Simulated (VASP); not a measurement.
# BN (Cm) in VASP: further runs

BN is run at these levels: PBE; tasks: single point.

Program: VASP 6.6.1. These are calculated values, not measurements. Logs are shortened: lines on timing, memory, paths and dates and some standing lists are left out, and cuts for length are marked.

### Step 1. The cell of the first run

Symmetry: Cm, No. 8, monoclinic system. Conventional cell: a = 4.424 Å, b = 2.554 Å, c = 4.227 Å, α = 90.00°, β = 90.00°, γ = 90.00°. B (site symmetry m) has 4 N at 1.36 to 1.68 Å within 1.8 Å. B (site symmetry m) has 4 N at 1.57 to 1.58 Å within 2.1 Å. Within 2.1 Å of N (site symmetry m) lie 4 B at 1.57 to 1.60 Å. N (site symmetry m) has 4 B at 1.36 to 1.68 Å within 1.8 Å.

### Step 2. Single point, PBE (atom 1 (B) moved by (-0.225, +0.000) A along y and z)

INCAR reads:

```
SYSTEM = BN
ALGO = Normal ; EDIFF = 1E-6
ENCUT = 520 ; GGA = PE
ISIF = 2 ; ISMEAR = 0
LASPH = .True. ; LCHARG = .False.
LREAL = .False. ; LWAVE = .False.
NBANDS = 16 ; NELM = 60
PREC = Accurate ; SIGMA = 0.05
```

KPOINTS reads:

```
k-points
0
Gamma
  12 12 6
  0 0 0
```

POSCAR reads:

```
BN
1.0
    2.5539396017      0.0000000000      0.0000000000
   -1.2769698009      2.2117765748      0.0000000000
    0.0000000000      0.0000000000      4.2268550000
B N
2 2
Direct
    0.6158025779      0.2316051558      0.9997240000
    0.3333333333      0.6666666667      0.4997240000
    0.6666666667      0.3333333333      0.6252760000
    0.3333333333      0.6666666667      0.1252760000
```

Potentials or basis: VASP PAW PBE potentials, release 64 (B, N).

Run with:

```
> cat potpaw_PBE.64/B/POTCAR potpaw_PBE.64/N/POTCAR > POTCAR
> mpirun -np 1 vasp_std > vasp.out
```

OUTCAR:

```text
SYSTEM = BN
   EDIFF = 1E-6
   ENCUT = 520
   GGA = PE
   ISIF = 2
   ISMEAR = 0
   LASPH = .True.
   LREAL = .False.
   NELM = 60
   PREC = Accurate

 ion  position               nearest neighbor table
   1  0.616  0.232  1.000-   4 1.36   3 1.60   4 1.68   4 1.68
   2  0.333  0.667  0.500-   3 1.57   3 1.57   3 1.57   4 1.58
   3  0.667  0.333  0.625-   2 1.57   2 1.57   2 1.57   1 1.60
   4  0.333  0.667  0.125-   1 1.36   2 1.58   1 1.68   1 1.68

  LATTYP: Found a hexagonal cell.
 ALAT       =     2.5539396017
 C/A-ratio  =     1.6550332659

  Lattice vectors:

 A1 = (   2.5539396017,   0.0000000000,   0.0000000000)
 A2 = (  -1.2769698009,   2.2117765748,   0.0000000000)
 A3 = (   0.0000000000,   0.0000000000,   4.2268550000)

Analysis of symmetry for initial positions (statically):
=====================================================================
 Subroutine PRICEL returns:
 Original cell was already a primitive cell.

 Routine SETGRP: Setting up the symmetry group for a
 hexagonal supercell.

 Subroutine GETGRP returns: Found  2 space group operations
 (whereof  2 operations were pure point group operations)
 out of a pool of 24 trial point group operations.

The static configuration has the point symmetry C_1h.

Analysis of symmetry for dynamics (positions and initial velocities):
=====================================================================
 Subroutine PRICEL returns:
 Original cell was already a primitive cell.

 Routine SETGRP: Setting up the symmetry group for a
 hexagonal supercell.

 Subroutine GETGRP returns: Found  2 space group operations
 (whereof  2 operations were pure point group operations)
 out of a pool of 24 trial point group operations.

The dynamic configuration has the point symmetry C_1h.

 Subroutine INISYM returns: Found  2 space group operations
 (whereof  2 operations are pure point group operations),
 and found     1 'primitive' translations

----------------------------------------------------------------------------------------

                                     Primitive cell

  volume of cell :      23.8764

  direct lattice vectors                    reciprocal lattice vectors
     2.553939602  0.000000000  0.000000000     0.391551938  0.226062617  0.000000000
    -1.276969801  2.211776575  0.000000000     0.000000000  0.452125233  0.000000000
     0.000000000  0.000000000  4.226855000     0.000000000  0.000000000  0.236582518

  length of vectors
     2.553939602  2.553939602  4.226855000     0.452125233  0.452125233  0.236582518

  position of ions in fractional coordinates (direct lattice)
     0.615802578  0.231605156  0.999724000
     0.333333333  0.666666667  0.499724000
     0.666666667  0.333333333  0.625276000
     0.333333333  0.666666667  0.125276000

  ion indices of the primitive-cell ions
   primitive index   ion index
                 1           1
                 2           2
                 3           3
                 4           4

----------------------------------------------------------------------------------------

 KPOINTS: k-points

Automatic generation of k-mesh.
 Grid dimensions read from file:
 generate k-points for:   12   12    6

 Generating k-lattice:

  Cartesian coordinates                     Fractional coordinates (reciprocal lattice)
     0.032629328  0.018838551  0.000000000     0.083333333  0.000000000  0.000000000
     0.000000000  0.037677103  0.000000000     0.000000000  0.083333333  0.000000000
     0.000000000  0.000000000  0.039430420     0.000000000  0.000000000  0.166666667

  Length of vectors
     0.037677103  0.037677103  0.039430420

  Shift w.r.t. Gamma in fractional coordinates (k-lattice)
     0.000000000  0.000000000  0.000000000

 Subroutine IBZKPT returns following result:
 ===========================================

 Found    242 irreducible k-points:

 Following reciprocal coordinates:
            Coordinates               Weight
  0.000000  0.000000  0.000000      1.000000
  0.083333  0.000000  0.000000      4.000000
  0.000000  0.083333  0.000000      2.000000
  0.166667  0.000000  0.000000      4.000000
  0.000000  0.166667  0.000000      2.000000
  0.250000  0.000000  0.000000      4.000000
[... 16 lines left out ...]
 -0.083333  0.416667  0.000000      4.000000
 -0.416667  0.333333  0.000000      4.000000
 [... further k-points ...]
   k-points           NKPTS =    242   k-points in BZ     NKDIM =    242   number of bands    NBANDS=     16
   number of dos      NEDOS =    301   number of ions     NIONS =      4
   total plane-waves  NPLWV =  12800
   dimension x,y,z NGX =    20 NGY =   20 NGZ =   32
   dimension x,y,z NGXF=    40 NGYF=   40 NGZF=   64
   ions per type =               2   2
   NGX,Y,Z   is equivalent  to a cutoff of  13.02, 13.02, 12.59 a.u.
   NGXF,Y,Z  is equivalent  to a cutoff of  26.04, 26.04, 25.17 a.u.
 SYSTEM =  BN
   PREC   = accura    normal or accurate (medium, high low for compatibility)
   ISTART =      0    job   : 0-new  1-cont  2-samecut
   ICHARG =      2    charge: 1-file 2-atom 10-const
   ISPIN  =      1    spin polarized calculation?
   LNONCOLLINEAR =      F non collinear calculations
   LSORBIT =      F    spin-orbit coupling
   LASPH  =      T    aspherical Exc in radial PAW
   ENCUT  =  520.0 eV  38.22 Ry    6.18 a.u.   4.75  4.75  7.86*2*pi/ulx,y,z
   NELM   =     60;   NELMIN=  2; NELMDL= -5     # of ELM steps
   EDIFF  = 0.1E-05   stopping-criterion for ELM
   LREAL  =      F    real-space projection
   EDIFFG = 0.1E-04   stopping-criterion for IOM
   NSW    =      0    number of steps for IOM
   IBRION =     -1    ionic relax: 0-MD 1-quasi-New 2-CG
   NFREE  =      0    steps in history (QN), initial steepest desc. (CG)
   ISIF   =      2    stress and relaxation
   ISYM   =      2    0-nonsym 1-usesym 2-fastsym
   POTIM  = 0.5000    time-step for ionic-motion
   TEBEG  =    0.0;   TEEND  =   0.0 temperature during run
   PSTRESS=    0.0 pullay stress
   NELECT =      16.0000    total number of electrons
   NUPDOWN=      -1.0000    fix difference up-down
   EMIN   =  10.00;   EMAX   =-10.00  energy-range for DOS
   EFERMI =   0.00;   METHOD = LEGACY
   ISMEAR =     0;   SIGMA  =   0.05  broadening in eV -4-tet -1-fermi 0-gaus
   EFERMI_NEDOS =   21; number of points for ismear=-14 and -15
   IALGO  =     38    algorithm
   IMIX   =      4    mixing-type and parameters
     AMIX     =   0.40;   BMIX     =  1.00
     AMIX_MAG =   1.60;   BMIX_MAG =  1.00
  volume/ion in A,a.u.               =       5.97        40.28
  Fermi-wavevector in a.u.,A,eV,Ry     =   1.432600  2.707222 27.923836  2.052344
  Thomas-Fermi vector in A             =   2.552210
   LORBIT       =      0    0 simple, 1 ext, 2 COOP (PROOUT), +10 PAW based schemes
   GGA     = PE    functional components
   LHFCALC =     F    Hartree Fock is set to
   AEXX    =    0.0000 exact exchange contribution
   IVDW    =     0    specifies the selected vdW correction
   LEPSILON=     F    determine dielectric tensor
   LRPA    =     F    only Hartree local field effects (RPA)
 non-spin polarized calculation
 Gauss-broadening in eV      SIGMA  =   0.05
  energy-cutoff  :      520.00
  volume of cell :       23.88
 maximum number of plane-waves:       660
   NGX =  9   NGY =  9   NGZ = 15

 number of electron      16.0000000 magnetization

 Free energy of the ion-electron system (eV)
  ---------------------------------------------------
  ext. energy  EPLUGINS =         0.00000000
  ---------------------------------------------------
  free energy    TOTEN  =       -34.07792050 eV

  energy without entropy =      -34.07792050  energy(sigma->0) =      -34.07792050

 E-fermi :   8.5000     XC(G=0): -12.7575

 val. band max:        8.2452643175   @ k =   0.0000   0.0000   0.0000
 cond. band min:      12.4569822368   @ k =   0.3333   0.3333   0.0000
 fundamental gap:      4.2117179193
 Fermi energy:         8.5000170633

 k-point     1 :       0.0000    0.0000    0.0000
  band No.  band energies     occupation
      1     -12.8947      2.00000
      2      -8.8548      2.00000
      3      -3.4080      2.00000
      4       4.2303      2.00000
      5       5.8975      2.00000
      6       6.4932      2.00000
[... 8 lines left out ...]
     15      21.8616      0.00000
     16      23.3604      0.00000

 k-point     2 :       0.0833    0.0000    0.0000
  band No.  band energies     occupation
      1     -12.7455      2.00000
      2      -8.7421      2.00000
      3      -3.2602      2.00000
      4       3.9143      2.00000
      5       5.2842      2.00000
      6       6.2441      2.00000
[... 8 lines left out ...]
     15      22.1507      0.00000
     16      23.1660      0.00000

 k-point     3 :       0.0000    0.0833    0.0000
  band No.  band energies     occupation
      1     -12.7470      2.00000
      2      -8.7434      2.00000
      3      -3.2600      2.00000
      4       3.7059      2.00000
      5       5.5713      2.00000
      6       6.0377      2.00000
[... 8 lines left out ...]
     15      21.7787      0.00000
     16      23.1356      0.00000

 k-point     4 :       0.1667    0.0000    0.0000
  band No.  band energies     occupation
      1     -12.3031      2.00000
      2      -8.4199      2.00000
      3      -2.8237      2.00000
      4       2.8335      2.00000
      5       4.0620      2.00000
      6       5.5130      2.00000
[... 8 lines left out ...]
     15      22.4957      0.00000
     16      23.0195      0.00000
[... 324 lines left out ...]
 k-point    22 :       0.3333    0.0833    0.0000
  band No.  band energies     occupation
      1     -10.0225      2.00000
      2      -7.3229      2.00000
      3      -1.3215      2.00000
      4      -0.5875      2.00000
      5       0.9633      2.00000
      6       2.5639      2.00000
[... 8 lines left out ...]
     15      23.0849      0.00000
     16      24.9787      0.00000

 k-point    23 :      -0.0833    0.4167    0.0000
  band No.  band energies     occupation
      1     -10.0223      2.00000
      2      -7.4009      2.00000
      3      -1.4135      2.00000
      4      -0.5083      2.00000
      5       0.6258      2.00000
      6       2.6601      2.00000
[... 8 lines left out ...]
     15      23.2291      0.00000
     16      24.3563      0.00000

 k-point    24 :      -0.4167    0.3333    0.0000
  band No.  band energies     occupation
      1     -10.0191      2.00000
      2      -7.3084      2.00000
      3      -1.3127      2.00000
      4      -0.5945      2.00000
      5       1.1316      2.00000
      6       2.5313      2.00000
[... 8 lines left out ...]
     15      22.8290      0.00000
     16      24.6136      0.00000

 [... further k-points ...]
[... 5 lines left out ...]
  --------------------------------------------------------------------------------------
  -------------------------------------------------------------------------------------
  Total        0.4634661      3.2836132      0.6247756     -0.0000000     -1.3591697      0.0000000
  in kB       31.0999239    220.3399990     41.9242640     -0.0000000    -91.2042402      0.0000000
  external PRESSURE =      97.7880623 kB  Pullay stress =       0.0000000 kB

 VOLUME and BASIS-vectors are now :
 -----------------------------------------------------------------------------
  energy-cutoff  :      520.00
  volume of cell :       23.88
      direct lattice vectors                 reciprocal lattice vectors
     2.553939602  0.000000000  0.000000000     0.391551938  0.226062617  0.000000000
    -1.276969801  2.211776575  0.000000000     0.000000000  0.452125233  0.000000000
     0.000000000  0.000000000  4.226855000     0.000000000  0.000000000  0.236582518

 POSITION                                       TOTAL-FORCE (eV/Angst)
 -----------------------------------------------------------------------------------
      1.27697      0.51226      4.22569        -0.000000      7.354280     -1.605541
     -0.00000      1.47452      2.11226         0.000000     -0.051439     -0.044308
      1.27697      0.73726      2.64295         0.000000     -1.058919      0.057596
     -0.00000      1.47452      0.52952         0.000000     -6.243922      1.592253
 -----------------------------------------------------------------------------------
    total drift:                               -0.000000     -0.000151      0.000105

  FREE ENERGIE OF THE ION-ELECTRON SYSTEM (eV)
  ---------------------------------------------------
  free  energy   TOTEN  =       -34.0779204960 eV

  energy  without entropy=      -34.0779204960  energy(sigma->0) =      -34.07792050
```

Wall time 29 s (1 thread of AMD EPYC 9R45 (Zen 5), shared host); peak memory 0.16 GiB.

Results:

```
Free energy            : -34.0779 eV
Pressure               : 9.8 GPa
Largest force          : 7.527 eV/Å
Band gap on the k mesh : 4.21 eV, indirect (least direct gap 6.56 eV)
```

Forces on the atoms (eV/Å):
```
B    0.000  7.354 -1.606
B    0.000 -0.051 -0.044
N    0.000 -1.059  0.058
N    0.000 -6.244  1.592
```

Caveat: the cell differs from its parent crystal (atom 1 (B) moved by (-0.225, +0.000) A along y and z); forces of over 1 eV/Å act on the atoms, so gaps and moduli don't describe the material at rest.

[end of part 1 of 2]
